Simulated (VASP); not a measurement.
# PdI (CsCl type) (Pm-3m) in VASP: a series of runs

The runs below take PdI (CsCl type) through single point, relaxation of cell and atoms, with PBE.

Everything below comes from runs of VASP 6.6.1. Logs are shortened: lines on timing, memory, paths and dates and some standing lists are left out, and cuts for length are marked.

### 1 The cell of the first run

The structure is cubic, space group Pm-3m (No. 221). Conventional cell: a = 3.018 Å, b = 3.018 Å, c = 3.018 Å, α = 90.00°, β = 90.00°, γ = 90.00°. Within 3.4 Å of Pd (site symmetry m-3m) lie 8 I at 2.61 Å and 6 Pd at 3.02 Å. I (site symmetry m-3m) has 8 Pd at 2.61 Å and 6 I at 3.02 Å within 3.4 Å.

### 2 Single point, PBE (13.75 Å³/atom)

INCAR

```
ALGO = Normal
EDIFF = 1E-6
ENCUT = 520
GGA = PE
ISIF = 2
ISMEAR = -1
LASPH = T
LCHARG = T
LELF = T
LREAL = F
LVHAR = T
LWAVE = F
NBANDS = 16
NELM = 100
PREC = Accurate
SIGMA = 0.05
```

KPOINTS

```
k-points
0
Gamma
  12 12 12
```

POSCAR

```
PdI
1.0
    3.0182215506      0.0000000000      0.0000000000
    0.0000000000      3.0182215506      0.0000000000
    0.0000000000      0.0000000000      3.0182215506
Pd I
1 1
Direct
    0.0000000000      0.0000000000      0.0000000000
    0.5000000000      0.5000000000      0.5000000000
```

Potentials or basis: VASP PAW PBE potentials, release 64 (Pd, I).

Launch:

```sh
$ cat potpaw_PBE.64/Pd/POTCAR potpaw_PBE.64/I/POTCAR > POTCAR
$ mpirun -np 1 vasp_std > vasp.out
```

OUTCAR:

```text
EDIFF = 1E-6
   ENCUT = 520
   GGA = PE
   ISIF = 2
   ISMEAR = -1
   LASPH = T
   LREAL = F
   NELM = 100
   PREC = Accurate

 ion  position               nearest neighbor table
   1  0.000  0.000  0.000-   2 2.61   2 2.61   2 2.61   2 2.61   2 2.61   2 2.61   2 2.61   2 2.61

   2  0.500  0.500  0.500-   1 2.61   1 2.61   1 2.61   1 2.61   1 2.61   1 2.61   1 2.61   1 2.61

  LATTYP: Found a simple cubic cell.
 ALAT       =     3.0182215506

  Lattice vectors:

 A1 = (   3.0182215506,   0.0000000000,   0.0000000000)
 A2 = (   0.0000000000,   3.0182215506,   0.0000000000)
 A3 = (   0.0000000000,   0.0000000000,   3.0182215506)

Analysis of symmetry for initial positions (statically):
=====================================================================
 Subroutine PRICEL returns:
 Original cell was already a primitive cell.

 Routine SETGRP: Setting up the symmetry group for a
 simple cubic supercell.

 Subroutine GETGRP returns: Found 48 space group operations
 (whereof 48 operations were pure point group operations)
 out of a pool of 48 trial point group operations.

The static configuration has the point symmetry O_h .

Analysis of symmetry for dynamics (positions and initial velocities):
=====================================================================
 Subroutine PRICEL returns:
 Original cell was already a primitive cell.

 Routine SETGRP: Setting up the symmetry group for a
 simple cubic supercell.

 Subroutine GETGRP returns: Found 48 space group operations
 (whereof 48 operations were pure point group operations)
 out of a pool of 48 trial point group operations.

The dynamic configuration has the point symmetry O_h .

 Subroutine INISYM returns: Found 48 space group operations
 (whereof 48 operations are pure point group operations),
 and found     1 'primitive' translations

----------------------------------------------------------------------------------------

                                     Primitive cell

  volume of cell :      27.4950
[... 73 lines left out ...]
   total plane-waves  NPLWV =  13824
   dimension x,y,z NGX =    24 NGY =   24 NGZ =   24
   dimension x,y,z NGXF=    48 NGYF=   48 NGZF=   48
   ions per type =               1   1
   NGX,Y,Z   is equivalent  to a cutoff of  13.22, 13.22, 13.22 a.u.
   NGXF,Y,Z  is equivalent  to a cutoff of  26.44, 26.44, 26.44 a.u.
 SYSTEM =  unknown system
   PREC   = accura    normal or accurate (medium, high low for compatibility)
   ISTART =      0    job   : 0-new  1-cont  2-samecut
   ICHARG =      2    charge: 1-file 2-atom 10-const
   ISPIN  =      1    spin polarized calculation?
   LNONCOLLINEAR =      F non collinear calculations
   LSORBIT =      F    spin-orbit coupling
   LASPH  =      T    aspherical Exc in radial PAW
   ENCUT  =  520.0 eV  38.22 Ry    6.18 a.u.   5.61  5.61  5.61*2*pi/ulx,y,z
   NELM   =    100;   NELMIN=  2; NELMDL= -5     # of ELM steps
   EDIFF  = 0.1E-05   stopping-criterion for ELM
   LREAL  =      F    real-space projection
[... 7 lines left out ...]
   TEBEG  =    0.0;   TEEND  =   0.0 temperature during run
   PSTRESS=    0.0 pullay stress
   NELECT =      17.0000    total number of electrons
   NUPDOWN=      -1.0000    fix difference up-down
   EMIN   =  10.00;   EMAX   =-10.00  energy-range for DOS
   EFERMI =   0.00;   METHOD = LEGACY
   ISMEAR =    -1;   SIGMA  =   0.05  broadening in eV -4-tet -1-fermi 0-gaus
   EFERMI_NEDOS =   21; number of points for ismear=-14 and -15
   IALGO  =     38    algorithm
   IMIX   =      4    mixing-type and parameters
     AMIX     =   0.40;   BMIX     =  1.00
     AMIX_MAG =   1.60;   BMIX_MAG =  1.00
  volume/ion in A,a.u.               =      13.75        92.77
  Fermi-wavevector in a.u.,A,eV,Ry     =   1.394676  2.635556 26.464983  1.945121
  Thomas-Fermi vector in A             =   2.518202
   LORBIT       =      0    0 simple, 1 ext, 2 COOP (PROOUT), +10 PAW based schemes
   GGA     = PE    functional components
   LHFCALC =     F    Hartree Fock is set to
   AEXX    =    0.0000 exact exchange contribution
   IVDW    =     0    specifies the selected vdW correction
   LEPSILON=     F    determine dielectric tensor
   LRPA    =     F    only Hartree local field effects (RPA)
 non-spin polarized calculation
  energy-cutoff  :      520.00
  volume of cell :       27.49
 maximum number of plane-waves:       756
 NGX is ok and might be reduce to    24
   NGX = 11   NGY = 11   NGZ = 11

 number of electron      16.9999997 magnetization

 Free energy of the ion-electron system (eV)
  ---------------------------------------------------
  ext. energy  EPLUGINS =         0.00000000
  ---------------------------------------------------
  free energy    TOTEN  =        -1.65340918 eV

  energy without entropy =       -1.63600901  energy(sigma->0) =       -1.64470910

 E-fermi :  18.3743     XC(G=0): -13.6912

 val. band max:       18.3542918310   @ k =   0.3333   0.1667   0.0833
 cond. band min:      18.3767522205   @ k =   0.3333   0.0833   0.0833
 fundamental gap:      0.0224603895
 Fermi energy:        18.3742752637

 k-point     1 :       0.0000    0.0000    0.0000
  band No.  band energies     occupation
      1      -1.8771      2.00000
      2      10.9566      2.00000
      3      10.9566      2.00000
      4      13.8694      2.00000
      5      13.8694      2.00000
      6      13.8694      2.00000
[... 433 lines left out ...]
      3       9.0621      2.00000
      4      11.8850      2.00000
      5      12.2945      2.00000
      6      13.0312      2.00000
[... 8 lines left out ...]
     15      31.2812      0.00000
     16      32.2529      0.00000

 [... further k-points ...]

------------------------ aborting loop because EDIFF is reached ----------------------------------------

  FORCE on cell =-STRESS in cart. coord.  units (eV):
  Direction    XX          YY          ZZ          XY          YZ          ZX
  --------------------------------------------------------------------------------------
  -------------------------------------------------------------------------------------
  Total       22.3044617     22.3044617     22.3044617     -0.0000000      0.0000000      0.0000000
  in kB     1299.7175471   1299.7175471   1299.7175471     -0.0000000      0.0000000      0.0000000
  external PRESSURE =    1299.7175471 kB  Pullay stress =       0.0000000 kB

 VOLUME and BASIS-vectors are now :
 -----------------------------------------------------------------------------
  energy-cutoff  :      520.00
  volume of cell :       27.49
      direct lattice vectors                 reciprocal lattice vectors
     3.018221551  0.000000000  0.000000000     0.331320940  0.000000000  0.000000000
     0.000000000  3.018221551  0.000000000     0.000000000  0.331320940  0.000000000
     0.000000000  0.000000000  3.018221551     0.000000000  0.000000000  0.331320940

 POSITION                                       TOTAL-FORCE (eV/Angst)
 -----------------------------------------------------------------------------------
      0.00000      0.00000      0.00000         0.000000      0.000000      0.000000
      1.50911      1.50911      1.50911         0.000000      0.000000      0.000000
 -----------------------------------------------------------------------------------
    total drift:                               -0.000000      0.000000      0.000000

  FREE ENERGIE OF THE ION-ELECTRON SYSTEM (eV)
  ---------------------------------------------------
  free  energy   TOTEN  =        -1.6534091839 eV

  energy  without entropy=       -1.6360090139  energy(sigma->0) =       -1.64470910
```

It took 9 s on 1 thread of Intel Xeon 6975P-C (Granite Rapids), shared host; peak memory 0.16 GiB.

Results:

- Free energy: -1.6534 eV
- Pressure: 130.0 GPa
- Band gap on the k mesh: zero (an odd number of electrons rules out a gap without spin polarisation)

Levels at points of the mesh, in eV from the Fermi level:
| k point | band 7 | band 8 | band 9 | band 10 | band 11 | band 12 |
| --- | --- | --- | --- | --- | --- | --- |
| (0.00, 0.00, 0.00) | -3.70 | -3.70 | -3.70 | 3.46 | 5.68 | 5.68 |
| (0.50, 0.00, 0.00) | -3.19 | 2.01 | 2.01 | 3.08 | 5.21 | 6.33 |
| (0.50, 0.50, 0.00) | -3.32 | -3.17 | -0.62 | -0.11 | 7.71 | 7.71 |
| (0.50, 0.50, 0.50) | -0.71 | -0.71 | -0.71 | 0.14 | 0.14 | 0.14 |

Caveat: the cell stands under pressure; spin-orbit coupling is left out, which moves the levels of the heavy elements; an odd number of electrons without spin polarisation forces a metal; a magnetic or distorted state may lie lower.

### 3 Single point, PBE

This run uses another cell than the first one, of 22.91 Å³/atom.

INCAR

```
SYSTEM = PdI
  ALGO = Normal
  EDIFF = 1E-6
  ENCUT = 520
  GGA = PE
  ISIF = 2
  ISMEAR = -1
  LASPH = .True.
  LCHARG = .True.
  LELF = .True.
  LREAL = .False.
  LVHAR = .True.
  LWAVE = .False.
  NBANDS = 16
  NELM = 100
  PREC = Accurate
  SIGMA = 0.05
```

KPOINTS

```
k-points
0
Gamma
  12 12 12
  0 0 0
```

POSCAR

```
PdI
1.0
    3.5784973416      0.0000000000      0.0000000000
    0.0000000000      3.5784973416      0.0000000000
    0.0000000000      0.0000000000      3.5784973416
Pd I
1 1
Direct
    0.0000000000      0.0000000000      0.0000000000
    0.5000000000      0.5000000000      0.5000000000
```

Potentials or basis: VASP PAW PBE potentials, release 64 (Pd, I).

Launch:

```sh
$ cat potpaw_PBE.64/Pd/POTCAR potpaw_PBE.64/I/POTCAR > POTCAR
$ mpirun -np 1 vasp_std > vasp.out
```

It took 21 s on 1 thread of Intel Xeon 6975P-C (Granite Rapids), shared host; peak memory 0.2 GiB.

Results (log left out):

```
Free energy            : -6.0148 eV
Pressure               : -0.1 GPa
Band gap on the k mesh : zero (an odd number of electrons rules out a gap without spin polarisation)
```

Levels at points of the mesh, in eV from the Fermi level:
| k point | band 6 | band 7 | band 8 | band 9 | band 10 | band 11 | band 12 | band 13 |
| --- | --- | --- | --- | --- | --- | --- | --- | --- |
| (0.00, 0.00, 0.00) | -1.99 | -1.69 | -1.69 | -1.69 | 0.75 | 6.26 | 6.26 | 12.24 |
| (0.50, 0.00, 0.00) | -1.65 | -1.20 | 0.66 | 0.66 | 4.04 | 5.68 | 5.75 | 6.98 |
| (0.50, 0.50, 0.00) | -2.09 | -1.76 | -1.21 | -0.69 | 0.97 | 8.10 | 8.11 | 8.11 |
| (0.50, 0.50, 0.50) | -1.19 | 0.16 | 0.16 | 0.16 | 2.08 | 2.08 | 2.08 | 4.23 |

Caveat: spin-orbit coupling is left out, which moves the levels of the heavy elements; an odd number of electrons without spin polarisation forces a metal; a magnetic or distorted state may lie lower.

### 4 Single point, PBE (22.91 Å³/atom)

This run uses another cell than the first one, of 22.91 Å³/atom.

INCAR

```
  PREC = Accurate
  ENCUT = 520
  EDIFF = 1E-7
  ISMEAR = -1
  SIGMA = 0.05
  LREAL = F
  LASPH = T
  NELM = 60
  ALGO = Normal
  ISIF = 2
  LWAVE = F
  LCHARG = F
  GGA = PE
  NBANDS = 16
```

KPOINTS

```
Automatic mesh
0
Gamma
  12 12 12
```

POSCAR is that of step 3.

Launch:

```sh
$ cat potpaw_PBE.64/Pd/POTCAR potpaw_PBE.64/I/POTCAR > POTCAR
$ mpirun -np 1 vasp_std > vasp.out
```

Wall time 20 s (1 thread of Intel Xeon 6975P-C (Granite Rapids), shared host); peak memory 0.2 GiB.

It converged, with:

| Item | Value |
| --- | --- |
| Free energy | -6.0148 eV |
| Pressure | -0.1 GPa |
| Band gap on the k mesh | zero (an odd number of electrons rules out a gap without spin polarisation) |

Levels at points of the mesh, in eV from the Fermi level:
```
           k point  band 7  band 8  band 9  band 10  band 11  band 12
(0.00, 0.00, 0.00)   -1.69   -1.69   -1.69     0.75     6.26     6.26
(0.50, 0.00, 0.00)   -1.20    0.66    0.66     4.04     5.68     5.75
(0.50, 0.50, 0.00)   -1.76   -1.21   -0.69     0.97     8.10     8.11
(0.50, 0.50, 0.50)    0.16    0.16    0.16     2.08     2.08     2.08
```

Caveat: spin-orbit coupling is left out, which moves the levels of the heavy elements; an odd number of electrons without spin polarisation forces a metal; a magnetic or distorted state may lie lower.

### 5 Relaxation of cell and atoms, PBE

This run uses another cell than the first one, of 14.70 Å³/atom.

INCAR

```
SYSTEM = PdI
PREC = Accurate ; ENCUT = 600
EDIFF = 1E-6 ; ISMEAR = -1
SIGMA = 0.05 ; LREAL = .FALSE.
LASPH = .TRUE. ; NELM = 80
ALGO = Normal ; ISIF = 3
LWAVE = .FALSE. ; LCHARG = .FALSE.
GGA = PE ; IBRION = 2
NSW = 60 ; EDIFFG = -0.005
```

KPOINTS

```
Automatic mesh
0
G
  12 12 12
  0 0 0
```

POSCAR

```
PdI
1.0
    3.0866686091      0.0000000000      0.0000000000
    0.0000000000      3.0866686091      0.0000000000
    0.0000000000      0.0000000000      3.0866686091
Pd I
1 1
Direct
    0.0000000000      0.0000000000      0.0000000000
    0.5000000000      0.5000000000      0.5000000000
```

Launch:

```sh
$ cat potpaw_PBE.64/Pd/POTCAR potpaw_PBE.64/I/POTCAR > POTCAR
$ mpirun -np 1 vasp_std > vasp.out
```

It took 82 s on 1 thread of Intel Xeon 6975P-C (Granite Rapids), shared host; peak memory 0.19 GiB.

Results (log left out):

* Free energy: -6.0110 eV
* Relaxed volume: 22.88 Å³/atom
* Relaxed cell: a = 3.577 Å, b = 3.577 Å, c = 3.577 Å, α = 90.00°, β = 90.00°, γ = 90.00°
* Space group after relaxing (to 0.1 Å): Pm-3m (No. 221)
* Energy gained by relaxing: 1513.9 meV/atom
* Ionic steps: 8
* Pressure after relaxing: 0.0 GPa
* Band gap on the k mesh: zero (an odd number of electrons rules out a gap without spin polarisation)

Step by step:
```csv
step,energy change (eV),largest force (eV/Å),pressure (GPa),volume (Å³)
1,0.0000,0.0000,94.44,29.41
2,-1.4249,0.0000,-6.34,83.87
3,-3.0092,0.0000,-2.57,47.93
4,-3.0212,0.0000,-1.60,47.02
5,-3.0277,0.0000,0.14,45.65
6,-3.0274,0.0000,-0.36,46.02
7,-3.0277,0.0000,0.04,45.72
8,-3.0277,0.0000,0.00,45.75
```

Final structure:
```yaml
crystal:
  lattice:
    - [3.57655, 0.00000, 0.00000]
    - [0.00000, 3.57655, 0.00000]
    - [0.00000, 0.00000, 3.57655]
  atoms:
    - { symbol: Pd, position: [0.00000, 0.00000, 0.00000] }
    - { symbol: I, position: [0.50000, 0.50000, 0.50000] }
```

Levels at points of the mesh, in eV from the Fermi level:
| k point | band 7 | band 8 | band 9 | band 10 | band 11 | band 12 |
| --- | --- | --- | --- | --- | --- | --- |
| (0.00, 0.00, 0.00) | -1.70 | -1.70 | -1.70 | 0.76 | 6.26 | 6.26 |
| (0.50, 0.00, 0.00) | -1.20 | 0.66 | 0.66 | 4.05 | 5.69 | 5.74 |
| (0.50, 0.50, 0.00) | -1.77 | -1.22 | -0.69 | 0.96 | 8.11 | 8.11 |
| (0.50, 0.50, 0.50) | 0.16 | 0.16 | 0.16 | 2.07 | 2.07 | 2.07 |

Caveat: the volume moved by over 15 % at a fixed basis, so the end points are rough; spin-orbit coupling is left out, which moves the levels of the heavy elements; an odd number of electrons without spin polarisation forces a metal; a magnetic or distorted state may lie lower.

### 6 Overview

```tsv
task	cell	cutoff (eV)	gap on the mesh (eV)	pressure (GPa)
single point	a = 3.018 Å, 2 atoms	520	none	130.0
single point	a = 3.578 Å, 2 atoms	520	none	-0.1
relaxation of cell and atoms	relaxed from a = 3.087 Å, 2 atoms	600	none	0.0
```

Alike in all rows: level PBE; potentials or basis VASP PAW PBE potentials, release 64 (Pd, I); no spin polarisation; k mesh 12 × 12 × 12; smearing fermi-dirac 0.05 eV.

Caveats: spin-orbit coupling is left out, which moves the levels of the heavy elements; an odd number of electrons without spin polarisation forces a metal; a magnetic or distorted state may lie lower; the cell stands under pressure (at least some runs); the volume moved by over 15 % at a fixed basis, so the end points are rough (at least some runs).

Total energies depend on the potentials used, so only differences within one code and one set of settings carry meaning.

The gap in the log of VASP goes by the Fermi energy; the results here count the filled bands.